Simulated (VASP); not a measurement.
# Ir (P6_3/mmc) in VASP: further runs

Ir is run at these levels: PBE; tasks: single point, relaxation of cell and atoms.

Everything below comes from runs of VASP 6.6.1. Logs are shortened: lines on timing, memory, paths and dates and some standing lists are left out, and cuts for length are marked.

### Step 1. The cell of the first run

It takes space group P6_3/mmc (No. 194, hexagonal). The conventional cell has a = 2.748 Å, b = 2.748 Å, c = 4.452 Å, α = 90.00°, β = 90.00°, γ = 120.00°. Ir (site symmetry -6m2) has 12 Ir at 2.73 to 2.75 Å within 3.6 Å.

### Step 2. Single point, PBE

File INCAR:

```
PREC     = Accurate       # precision mode
ENCUT    = 520            # plane-wave cutoff, eV
EDIFF    = 1E-6           # SCF threshold, eV
ISMEAR   = 0              # smearing method
SIGMA    = 0.05           # smearing width, eV
LREAL    = False          # projectors in reciprocal space
LASPH    = True           # aspherical terms in the spheres
NELM     = 100            # most SCF steps
ALGO     = Normal         # electronic algorithm
ISIF     = 2              # what is computed and relaxed
LWAVE    = False          # write WAVECAR
LCHARG   = False          # write CHGCAR
GGA      = PE             # functional
NBANDS   = 16             # bands
```

File KPOINTS:

```
Automatic mesh
0
Gamma
  18 18 10
```

File POSCAR:

```
Ir
1.0
    2.7482991601      0.0000000000      0.0000000000
   -1.3741495800      2.3800968898      0.0000000000
    0.0000000000      0.0000000000      4.4524533463
Ir
2
Direct
    0.3333333333      0.6666666667      0.7500000000
    0.6666666667      0.3333333333      0.2500000000
```

Potentials or basis: VASP PAW PBE potentials, release 64 (Ir).

Started as:

```console
$ cat potpaw_PBE.64/Ir/POTCAR > POTCAR
$ mpirun -np 1 vasp_std > vasp.out
```

OUTCAR:

```text
PREC = Accurate
   ENCUT = 520
   EDIFF = 1E-6
   ISMEAR = 0
   LREAL = False
   LASPH = True
   NELM = 100
   ISIF = 2
   GGA = PE

 ion  position               nearest neighbor table
   1  0.333  0.667  0.750-   2 2.73   2 2.73   2 2.73   2 2.73   2 2.73   2 2.73
   2  0.667  0.333  0.250-   1 2.73   1 2.73   1 2.73   1 2.73   1 2.73   1 2.73

  LATTYP: Found a hexagonal cell.
 ALAT       =     2.7482991601
 C/A-ratio  =     1.6200759404

  Lattice vectors:

 A1 = (   2.7482991601,   0.0000000000,   0.0000000000)
 A2 = (  -1.3741495800,   2.3800968898,   0.0000000000)
 A3 = (   0.0000000000,   0.0000000000,   4.4524533463)

Analysis of symmetry for initial positions (statically):
=====================================================================
 Subroutine PRICEL returns:
 Original cell was already a primitive cell.

 Routine SETGRP: Setting up the symmetry group for a
 hexagonal supercell.

 Subroutine GETGRP returns: Found 24 space group operations
 (whereof 12 operations were pure point group operations)
 out of a pool of 24 trial point group operations.

The static configuration has the point symmetry D_3d.
 The point group associated with its full space group is D_6h.

Analysis of symmetry for dynamics (positions and initial velocities):
=====================================================================
 Subroutine PRICEL returns:
 Original cell was already a primitive cell.

 Routine SETGRP: Setting up the symmetry group for a
 hexagonal supercell.

 Subroutine GETGRP returns: Found 24 space group operations
 (whereof 12 operations were pure point group operations)
 out of a pool of 24 trial point group operations.

The dynamic configuration has the point symmetry D_3d.
 The point group associated with its full space group is D_6h.

 Subroutine INISYM returns: Found 24 space group operations
 (whereof 12 operations are pure point group operations),
 and found     1 'primitive' translations

----------------------------------------------------------------------------------------

                                     Primitive cell

  volume of cell :      29.1245

  direct lattice vectors                    reciprocal lattice vectors
     2.748299160  0.000000000  0.000000000     0.363861407  0.210075481  0.000000000
    -1.374149580  2.380096890  0.000000000     0.000000000  0.420150963  0.000000000
     0.000000000  0.000000000  4.452453346     0.000000000  0.000000000  0.224595279

  length of vectors
     2.748299160  2.748299160  4.452453346     0.420150963  0.420150963  0.224595279

  position of ions in fractional coordinates (direct lattice)
     0.333333333  0.666666667  0.750000000
     0.666666667  0.333333333  0.250000000

  ion indices of the primitive-cell ions
   primitive index   ion index
                 1           1
                 2           2

----------------------------------------------------------------------------------------

 KPOINTS: Automatic mesh

Automatic generation of k-mesh.
 Grid dimensions read from file:
 generate k-points for:   18   18   10

 Generating k-lattice:

  Cartesian coordinates                     Fractional coordinates (reciprocal lattice)
     0.020214523  0.011670860  0.000000000     0.055555556  0.000000000  0.000000000
     0.000000000  0.023341720  0.000000000     0.000000000  0.055555556  0.000000000
     0.000000000  0.000000000  0.022459528     0.000000000  0.000000000  0.100000000

  Length of vectors
     0.023341720  0.023341720  0.022459528

  Shift w.r.t. Gamma in fractional coordinates (k-lattice)
     0.000000000  0.000000000  0.000000000

 Subroutine IBZKPT returns following result:
 ===========================================

 Found    222 irreducible k-points:

 Following reciprocal coordinates:
            Coordinates               Weight
  0.000000  0.000000  0.000000      1.000000
  0.055556  0.000000  0.000000      6.000000
  0.111111  0.000000  0.000000      6.000000
  0.166667 -0.000000  0.000000      6.000000
  0.222222 -0.000000  0.000000      6.000000
  0.277778 -0.000000  0.000000      6.000000
[... 16 lines left out ...]
  0.333333  0.111111  0.000000     12.000000
  0.388889  0.111111  0.000000     12.000000
 [... further k-points ...]
   k-points           NKPTS =    222   k-points in BZ     NKDIM =    222   number of bands    NBANDS=     16
   number of dos      NEDOS =    301   number of ions     NIONS =      2
   total plane-waves  NPLWV =  14400
   dimension x,y,z NGX =    20 NGY =   20 NGZ =   36
   dimension x,y,z NGXF=    40 NGYF=   40 NGZF=   72
   ions per type =               2
   NGX,Y,Z   is equivalent  to a cutoff of  12.10, 12.10, 13.44 a.u.
   NGXF,Y,Z  is equivalent  to a cutoff of  24.20, 24.20, 26.88 a.u.
 SYSTEM =  unknown system
   PREC   = accura    normal or accurate (medium, high low for compatibility)
   ISTART =      0    job   : 0-new  1-cont  2-samecut
   ICHARG =      2    charge: 1-file 2-atom 10-const
   ISPIN  =      1    spin polarized calculation?
   LNONCOLLINEAR =      F non collinear calculations
   LSORBIT =      F    spin-orbit coupling
   LASPH  =      T    aspherical Exc in radial PAW
   ENCUT  =  520.0 eV  38.22 Ry    6.18 a.u.   5.11  5.11  8.28*2*pi/ulx,y,z
   NELM   =    100;   NELMIN=  2; NELMDL= -5     # of ELM steps
   EDIFF  = 0.1E-05   stopping-criterion for ELM
   LREAL  =      F    real-space projection
   EDIFFG = 0.1E-04   stopping-criterion for IOM
   NSW    =      0    number of steps for IOM
   IBRION =     -1    ionic relax: 0-MD 1-quasi-New 2-CG
   NFREE  =      0    steps in history (QN), initial steepest desc. (CG)
   ISIF   =      2    stress and relaxation
   ISYM   =      2    0-nonsym 1-usesym 2-fastsym
   POTIM  = 0.5000    time-step for ionic-motion
   TEBEG  =    0.0;   TEEND  =   0.0 temperature during run
   PSTRESS=    0.0 pullay stress
   NELECT =      18.0000    total number of electrons
   NUPDOWN=      -1.0000    fix difference up-down
   EMIN   =  10.00;   EMAX   =-10.00  energy-range for DOS
   EFERMI =   0.00;   METHOD = LEGACY
   ISMEAR =     0;   SIGMA  =   0.05  broadening in eV -4-tet -1-fermi 0-gaus
   EFERMI_NEDOS =   21; number of points for ismear=-14 and -15
   IALGO  =     38    algorithm
   IMIX   =      4    mixing-type and parameters
     AMIX     =   0.40;   BMIX     =  1.00
     AMIX_MAG =   1.60;   BMIX_MAG =  1.00
  volume/ion in A,a.u.               =      14.56        98.27
  Fermi-wavevector in a.u.,A,eV,Ry     =   1.394482  2.635189 26.457628  1.944581
  Thomas-Fermi vector in A             =   2.518027
   LORBIT       =      0    0 simple, 1 ext, 2 COOP (PROOUT), +10 PAW based schemes
   GGA     = PE    functional components
   LHFCALC =     F    Hartree Fock is set to
   AEXX    =    0.0000 exact exchange contribution
   IVDW    =     0    specifies the selected vdW correction
   LEPSILON=     F    determine dielectric tensor
   LRPA    =     F    only Hartree local field effects (RPA)
 non-spin polarized calculation
 Gauss-broadening in eV      SIGMA  =   0.05
  energy-cutoff  :      520.00
  volume of cell :       29.12
 maximum number of plane-waves:       798
   NGX = 11   NGY = 11   NGZ = 17

 number of electron      18.0000000 magnetization

 Free energy of the ion-electron system (eV)
  ---------------------------------------------------
  ext. energy  EPLUGINS =         0.00000000
  ---------------------------------------------------
  free energy    TOTEN  =       -17.55482180 eV

  energy without entropy =      -17.55230487  energy(sigma->0) =      -17.55356334

 E-fermi :  10.0341     XC(G=0): -13.8160

 val. band max:       10.0299582778   @ k =   0.3333   0.3333   0.1000
 cond. band min:      10.0464877435   @ k =   0.3333  -0.0000   0.4000
 fundamental gap:      0.0165294658
 Fermi energy:        10.0340820359

 k-point     1 :       0.0000    0.0000    0.0000
  band No.  band energies     occupation
      1      -0.8994      2.00000
      2       2.1377      2.00000
      3       6.2490      2.00000
      4       6.3416      2.00000
      5       6.3416      2.00000
      6       6.9730      2.00000
[... 8 lines left out ...]
     15      26.4648      0.00000
     16      27.4604      0.00000

 k-point     2 :       0.0556    0.0000    0.0000
  band No.  band energies     occupation
      1      -0.7817      2.00000
      2       2.2427      2.00000
      3       6.0199      2.00000
      4       6.4395      2.00000
      5       6.5460      2.00000
      6       6.9087      2.00000
[... 8 lines left out ...]
     15      26.6200      0.00000
     16      27.6428      0.00000

 k-point     3 :       0.1111    0.0000    0.0000
  band No.  band energies     occupation
      1      -0.4376      2.00000
      2       2.5379      2.00000
      3       5.7059      2.00000
      4       6.6741      2.00000
      5       6.7291      2.00000
      6       6.8850      2.00000
[... 8 lines left out ...]
     15      27.0311      0.00000
     16      27.9619      0.00000

 k-point     4 :       0.1667   -0.0000    0.0000
  band No.  band energies     occupation
      1       0.1039      2.00000
      2       2.9476      2.00000
      3       5.3991      2.00000
      4       6.2228      2.00000
      5       6.4521      2.00000
      6       7.1926      2.00000
[... 8 lines left out ...]
     15      27.2864      0.00000
     16      27.6178      0.00000

 k-point     5 :       0.2222   -0.0000    0.0000
  band No.  band energies     occupation
      1       0.7861      2.00000
      2       3.2926      2.00000
      3       5.2493      2.00000
      4       5.4073      2.00000
      5       6.2527      2.00000
      6       6.9016      2.00000
[... 8 lines left out ...]
     15      26.4900      0.00000
     16      26.5223      0.00000

 k-point     6 :       0.2778   -0.0000    0.0000
  band No.  band energies     occupation
      1       1.5120      2.00000
      2       3.3528      2.00000
      3       4.7035      2.00000
      4       5.3840      2.00000
      5       6.2441      2.00000
      6       6.6246      2.00000
[... 8 lines left out ...]
     15      25.0582      0.00000
     16      25.5367      0.00000

 k-point     7 :       0.3333   -0.0000    0.0000
  band No.  band energies     occupation
      1       2.1391      2.00000
      2       3.1890      2.00000
      3       4.1385      2.00000
      4       5.6629      2.00000
      5       6.3870      2.00000
      6       6.5306      2.00000
[... 8 lines left out ...]
     15      23.6857      0.00000
     16      24.7472      0.00000

 k-point     8 :       0.3889   -0.0000    0.0000
  band No.  band energies     occupation
      1       2.5412      2.00000
      2       2.9897      2.00000
      3       3.7266      2.00000
      4       6.0471      2.00000
      5       6.2062      2.00000
      6       6.7415      2.00000
[... 8 lines left out ...]
     15      22.5099      0.00000
     16      24.0536      0.00000

 k-point     9 :       0.4444   -0.0000    0.0000
  band No.  band energies     occupation
      1       2.7125      2.00000
      2       2.8580      2.00000
      3       3.4762      2.00000
      4       6.0934      2.00000
      5       6.4763      2.00000
      6       6.6373      2.00000
[... 8 lines left out ...]
     15      21.6842      0.00000
     16      21.9510      0.00000
[... 172 lines left out ...]
 k-point    19 :       0.1111    0.1111    0.0000
  band No.  band energies     occupation
      1       0.4197      2.00000
      2       3.2012      2.00000
      3       5.1631      2.00000
      4       5.9238      2.00000
      5       6.4128      2.00000
      6       6.7702      2.00000
[... 8 lines left out ...]
     15      25.8137      0.00000
     16      27.5895      0.00000

 k-point    20 :       0.1667    0.1111    0.0000
  band No.  band energies     occupation
      1       1.0914      2.00000
      2       3.5882      2.00000
      3       4.9107      2.00000
      4       5.2375      2.00000
      5       6.2761      2.00000
      6       6.4645      2.00000
[... 8 lines left out ...]
     15      24.5304      0.00000
     16      26.6229      0.00000

 k-point    21 :       0.2222    0.1111    0.0000
  band No.  band energies     occupation
      1       1.8222      2.00000
      2       3.6964      2.00000
      3       4.6174      2.00000
      4       4.9468      2.00000
      5       6.2309      2.00000
      6       6.2914      2.00000
[... 8 lines left out ...]
     15      23.3160      0.00000
     16      25.7730      0.00000

 k-point    22 :       0.2778    0.1111    0.0000
  band No.  band energies     occupation
      1       2.4712      2.00000
      2       3.5212      2.00000
      3       4.1078      2.00000
      4       5.2509      2.00000
      5       6.0709      2.00000
      6       6.5407      2.00000
[... 8 lines left out ...]
     15      22.0191      0.00000
     16      25.0811      0.00000

 k-point    23 :       0.3333    0.1111    0.0000
  band No.  band energies     occupation
      1       2.8938      2.00000
      2       3.3081      2.00000
      3       3.7314      2.00000
      4       5.6771      2.00000
      5       5.9825      2.00000
      6       6.7770      2.00000
[... 8 lines left out ...]
     15      20.8009      0.00000
     16      24.5603      0.00000

 k-point    24 :       0.3889    0.1111    0.0000
  band No.  band energies     occupation
      1       3.0731      2.00000
      2       3.1683      2.00000
      3       3.5010      2.00000
      4       5.9524      2.00000
      5       6.1118      2.00000
      6       6.5928      2.00000
[... 8 lines left out ...]
     15      20.3949      0.00000
     16      23.0874      0.00000

 [... further k-points ...]
[... 5 lines left out ...]
  --------------------------------------------------------------------------------------
  -------------------------------------------------------------------------------------
  Total        0.0815448      0.0815448      0.0877463      0.0000000      0.0000000      0.0000000
  in kB        4.4858945      4.4858945      4.8270433      0.0000000      0.0000000      0.0000000
  external PRESSURE =       4.5996108 kB  Pullay stress =       0.0000000 kB

 VOLUME and BASIS-vectors are now :
 -----------------------------------------------------------------------------
  energy-cutoff  :      520.00
  volume of cell :       29.12
      direct lattice vectors                 reciprocal lattice vectors
     2.748299160  0.000000000  0.000000000     0.363861407  0.210075481  0.000000000
    -1.374149580  2.380096890  0.000000000     0.000000000  0.420150963  0.000000000
     0.000000000  0.000000000  4.452453346     0.000000000  0.000000000  0.224595279

 POSITION                                       TOTAL-FORCE (eV/Angst)
 -----------------------------------------------------------------------------------
     -0.00000      1.58673      3.33934         0.000000     -0.000000      0.000000
      1.37415      0.79337      1.11311        -0.000000      0.000000      0.000000
 -----------------------------------------------------------------------------------
    total drift:                                0.000000     -0.000000     -0.000000

  FREE ENERGIE OF THE ION-ELECTRON SYSTEM (eV)
  ---------------------------------------------------
  free  energy   TOTEN  =       -17.5548218032 eV

  energy  without entropy=      -17.5523048729  energy(sigma->0) =      -17.55356334
```

It took 86 s on 1 thread of Intel Xeon Platinum 8259CL at 2.50GHz (Skylake/Cascade Lake), shared host; peak memory 0.21 GiB.

What came out:

```
Free energy            : -17.5548 eV
Pressure               : 0.5 GPa
Band gap on the k mesh : zero (band 9 reaches 10.95 eV, above the bottom of band 10 at 7.77 eV)
```

Levels at points of the mesh, in eV from the Fermi level:
```csv
k point,band 5,band 6,band 7,band 8,band 9,band 10,band 11,band 12,band 13,band 14
"(0.00, 0.00, 0.00)",-3.69,-3.06,-3.06,-2.30,-2.30,-0.74,0.25,0.25,6.83,14.28
"(0.50, 0.00, 0.00)",-3.43,-3.34,-2.87,0.66,0.92,1.06,2.84,4.27,8.08,10.09
"(0.00, 0.00, 0.50)",-3.81,-3.81,-3.81,-3.81,-0.47,-0.47,-0.47,-0.47,13.58,13.58
"(0.50, 0.00, 0.50)",-2.06,-2.06,-0.93,-0.93,0.90,0.90,1.97,1.97,7.42,7.42
```

Caveat: spin-orbit coupling is left out, which moves the levels of the heavy elements.

### Step 3. Relaxation of cell and atoms, PBE

This run uses another cell than the first one, of 14.16 Å³/atom, 0.972 times its volume.

File INCAR:

```
SYSTEM = Ir
  PREC = Accurate
  ENCUT = 600
  EDIFF = 1E-6
  ISMEAR = 0
  SIGMA = 0.05
  LREAL = .FALSE.
  LASPH = .TRUE.
  NELM = 100
  ALGO = Normal
  ISIF = 3
  LWAVE = .FALSE.
  LCHARG = .FALSE.
  GGA = PE
  IBRION = 2
  NSW = 80
  EDIFFG = -0.01
```

File KPOINTS:

```
regular mesh
0
G
  18 18 10
  0 0 0
```

File POSCAR:

```
Ir
1.0
    2.7151030582      0.0000000000      0.0000000000
   -1.3575515291      2.3513482223      0.0000000000
    0.0000000000      0.0000000000      4.4346683284
Ir
2
Direct
    0.3333333333      0.6666666667      0.7500000000
    0.6666666667      0.3333333333      0.2500000000
```

Potentials or basis: VASP PAW PBE potentials, release 64 (Ir).

Started as:

```console
$ cat potpaw_PBE.64/Ir/POTCAR > POTCAR
$ mpirun -np 1 vasp_std > vasp.out
```

It took 6.9 min on 1 thread of Intel Xeon Platinum 8259CL at 2.50GHz (Skylake/Cascade Lake), shared host; peak memory 0.25 GiB.

Results (log left out):

```
Free energy                            : -17.5553 eV
Relaxed volume                         : 14.58 Å³/atom
Relaxed cell                           : a = 2.749 Å, b = 2.749 Å, c = 4.456 Å, α = 90.00°, β = 90.00°, γ = 120.00°
Space group after relaxing (to 0.05 Å) : P6_3/mmc (No. 194)
Energy gained by relaxing              : 15.1 meV/atom
Ionic steps                            : 12
Pressure after relaxing                : 0.0 GPa
Band gap on the k mesh                 : zero (band 9 reaches 10.92 eV, above the bottom of band 10 at 7.75 eV)
```

Stress tensor (GPa, compression positive):
```
 0.04  0.00  0.00
 0.00  0.04  0.00
 0.00  0.00 -0.04
```

Step by step:
| step | energy change (eV) | largest force (eV/Å) | pressure (GPa) | volume (Å³) |
| --- | --- | --- | --- | --- |
| 1 | 0.0000 | 0.0000 | 11.15 | 28.31 |
| 2 | 0.3056 | 0.0000 | -28.45 | 32.54 |
| 3 | -0.0295 | 0.0000 | -0.63 | 29.22 |
| 4 | -0.0296 | 0.0000 | -0.13 | 29.18 |
| 5 | -0.0296 | 0.0000 | 0.06 | 29.16 |
| 6 | -0.0302 | 0.0000 | 0.24 | 29.15 |
| 7 | -0.0302 | 0.0000 | 0.20 | 29.15 |
| 8 | -0.0302 | 0.0000 | 0.20 | 29.15 |
| 9 | -0.0302 | 0.0000 | 0.19 | 29.15 |
| 10 | -0.0302 | 0.0000 | 0.20 | 29.15 |
| 11 | -0.0302 | 0.0000 | -0.53 | 29.22 |
| 12 | -0.0302 | 0.0000 | 0.01 | 29.17 |

Final structure:
```
Ir
1.0
     2.74947    0.00000    0.00000
    -1.37474    2.38111    0.00000
     0.00000    0.00000    4.45552
Ir
2
Direct
  0.33333 0.66667 0.75000
  0.66667 0.33333 0.25000
```

Levels at points of the mesh, in eV from the Fermi level:
| k point | band 5 | band 6 | band 7 | band 8 | band 9 | band 10 | band 11 | band 12 | band 13 |
| --- | --- | --- | --- | --- | --- | --- | --- | --- | --- |
| (0.00, 0.00, 0.00) | -3.68 | -3.05 | -3.05 | -2.29 | -2.29 | -0.74 | 0.25 | 0.25 | 6.81 |
| (0.50, 0.00, 0.00) | -3.43 | -3.33 | -2.87 | 0.66 | 0.91 | 1.06 | 2.84 | 4.26 | 8.08 |
| (0.00, 0.00, 0.50) | -3.80 | -3.80 | -3.80 | -3.80 | -0.47 | -0.47 | -0.47 | -0.47 | 13.57 |
| (0.50, 0.00, 0.50) | -2.05 | -2.05 | -0.92 | -0.92 | 0.90 | 0.90 | 1.96 | 1.96 | 7.41 |

Caveat: spin-orbit coupling is left out, which moves the levels of the heavy elements.

(Continued in part 2 of 2.)
